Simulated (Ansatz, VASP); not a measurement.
## One calculation of Ir, two programs

```
Ir
1.0
     2.54764    0.00000    0.00000
     0.00000    2.54764    0.00000
     0.00000    0.00000    2.54764
Ir
1
Direct
  0.00000 0.00000 0.00000
```

Alike in both runs: functional r2SCAN; k mesh 8 × 8 × 8; occupations gaussian, width 0.1 eV; no spin polarisation.

Ansatz relaxed the structure, and its values are those at the end. VASP's run is a single point on that final structure, the one shown.

```csv
,VASP,Ansatz
version,VASP 6.6.1,Ansatz 0.2.0
potentials or method,"VASP PAW PBE potentials, release 64 (Ir), cutoff 520 eV","scalar-relativistic, plane waves, PAW"
valence electrons in the cell,9,17
```

|  | VASP | Ansatz | Ansatz less VASP |
| --- | --- | --- | --- |
| gap on the k mesh at the Fermi level (eV) | none | none | - |
| pressure (GPa) | 1.9 | 0.2 | -1.71 |

VASP's potentials were made for PBE, not for r2SCAN. A gap of «none» marks a metal or a gap that the smearing closes. With one functional, cell and mesh, what is left measures potentials, basis and numerics. VASP's potentials hold 9 valence electrons a cell and Ansatz's 17, so a difference there can come from the potentials and not from the codes.

Neither program's run includes spin-orbit coupling.
